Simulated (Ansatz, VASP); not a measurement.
## Si7P in VASP and in Ansatz

```
Si P
1.0
     5.41912    0.00009    0.00043
     0.00007    5.42152    0.00047
     0.00042    0.00048    5.42259
Si P
7 1
Direct
  0.99997 0.50001 0.50001
  0.74912 0.74909 0.25090
  0.50002 0.99999 0.50000
  0.74904 0.25093 0.74906
  0.50002 0.50002 0.00005
  0.25090 0.74901 0.74906
  0.25088 0.25091 0.25097
  0.00006 0.00004 0.99996
```

Change from the starting cell: cell x1, atoms moved at random (sigma 0.05 Å) and cell strained at random (1.5 %), then relaxed without symmetry.

Alike in both runs: functional PBE; k mesh 4 × 4 × 4; occupations gaussian, width 0.2 eV; no spin polarisation.

Ansatz relaxed the structure, and its values are those at the end. VASP's run is a single point on that final structure, the one shown.

|  | VASP | Ansatz |
| --- | --- | --- |
| version | VASP 6.6.1 | Ansatz 0.2.0 |
| potentials or method | VASP PAW PBE potentials, release 64 (Si, P), cutoff 520 eV | scalar-relativistic, plane waves, PAW |
| valence electrons in the cell | 33 | 33 |

|  | VASP | Ansatz | Ansatz less VASP |
| --- | --- | --- | --- |
| gap on the k mesh at the Fermi level (eV) | none | none | - |
| pressure (GPa) | 0.0 | 0.1 | +0.10 |
| rms of the force components (eV/Å) | 0.003 | 0.004 | +0.0008 |

A gap of «none» marks a metal or a gap that the smearing closes. With one functional, cell and mesh, what is left measures potentials, basis and numerics.
